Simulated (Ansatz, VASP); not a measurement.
One calculation of TaF3, two programs

```
Ta F
1.0
     3.96499    0.00000    0.00000
     0.00000    3.96499    0.00000
     0.00000    0.00000    3.96499
Ta F
1 3
Cartesian
  0.0000 0.0000 0.0000
  1.9825 0.0000 0.0000
  0.0000 1.9825 0.0000
  0.0000 0.0000 1.9825
```

Alike in both runs: task relaxation of cell and atoms; functional r2SCAN; k mesh 5 × 5 × 5; occupations methfessel-paxton of order 1, width 0.05 eV; no spin polarisation.

|  | VASP | Ansatz |
| --- | --- | --- |
| version | VASP 6.6.1 | Ansatz 0.2.0 |
| potentials or method | VASP PAW PBE potentials, release 64 (Ta_pv, F), cutoff 600 eV | PAW plane waves |
| valence electrons in the cell | 32 | 34 |

Ansatz gave:

* gap on the k mesh at the Fermi level, each at its own relaxed structure (eV): none
* relaxed volume (Å³/atom): 17.10
* relaxed cell length with the largest relative difference (Å): 4.090

Question: Estimate VASP's values.

Answer: gap on the k mesh at the Fermi level, each at its own relaxed structure (eV): none; relaxed volume (Å³/atom): 17.15; relaxed cell length with the largest relative difference (Å): 4.093.

VASP's potentials were made for PBE, not for r2SCAN. A gap of «none» marks a metal or a gap that the smearing closes. VASP's potentials hold 32 valence electrons a cell and Ansatz's 34, so a difference there can come from the potentials and not from the codes.

Neither program's run includes spin-orbit coupling.
